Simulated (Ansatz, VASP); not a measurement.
Ga: VASP beside Ansatz

Contents of INCAR:

```
PREC     = Accurate       # precision mode
ENCUT    = 520            # plane-wave cutoff, eV
EDIFF    = 1E-7           # SCF threshold, eV
ISMEAR   = 0              # smearing method
SIGMA    = 0.2            # smearing width, eV
LREAL    = False          # projectors in reciprocal space
LASPH    = True           # aspherical terms in the spheres
NELM     = 80             # most SCF steps
ALGO     = Fast           # electronic algorithm
ISIF     = 2              # what is computed and relaxed
LWAVE    = False          # write WAVECAR
LCHARG   = True           # write CHGCAR
GGA      = PE             # functional
LELF     = True           # ELF
LVHAR    = True         
NBANDS   = 34             # bands
```

KPOINTS

```
regular mesh
0
Gamma
  8 4 4
```

Contents of POSCAR:

```
Ga
1.0
    0.0000000000      0.0000000000      2.7171105552
    5.4323183588      0.0000000000      0.0000000000
    0.0000000000      5.4323183588      0.0000000000
Ga
4
Direct
    0.5000000000      0.2500000000      0.2500000000
    0.5000000000      0.2500000000      0.7500000000
    0.5000000000      0.7500000000      0.2500000000
    0.5000000000      0.7500000000      0.7500000000
```

Input for Ansatz:

```yaml
crystal:
  lattice:
    - [0.0, 0.0, 2.7171105552]
    - [5.4323183588, 0.0, 0.0]
    - [0.0, 5.4323183588, 0.0]
  atoms:
    - { symbol: Ga, position: [0.5, 0.25, 0.25] }
    - { symbol: Ga, position: [0.5, 0.25, 0.75] }
    - { symbol: Ga, position: [0.5, 0.75, 0.25] }
    - { symbol: Ga, position: [0.5, 0.75, 0.75] }
basis:
  ecutwfc: 420
kpoints:
  mp_grid: { grid: [8, 4, 4] }
hamiltonian:
  xc: pbe
scf:
  occupations: { method: gaussian, width: 0.2 }
  lower_state_search: "off"
output:
  forces: true
  stress: true
  eigenvalues: true
```

Alike in both runs: task single point; functional PBE; k mesh 8 × 4 × 4; occupations gaussian, width 0.2 eV; no spin polarisation.

|  | VASP | Ansatz |
| --- | --- | --- |
| version | VASP 6.6.1 | Ansatz 0.2.0 |
| potentials or method | VASP PAW PBE potentials, release 64 (Ga_d), cutoff 520 eV | scalar-relativistic, plane waves, PAW |
| valence electrons in the cell | 52 | 52 |

|  | VASP | Ansatz | Ansatz less VASP |
| --- | --- | --- | --- |
| gap on the k mesh at the Fermi level (eV) | none | none | - |
| pressure (GPa) | 0.8 | 0.8 | -0.08 |

A gap of «none» marks a metal or a gap that the smearing closes. With one functional, cell and mesh, what is left measures potentials, basis and numerics.
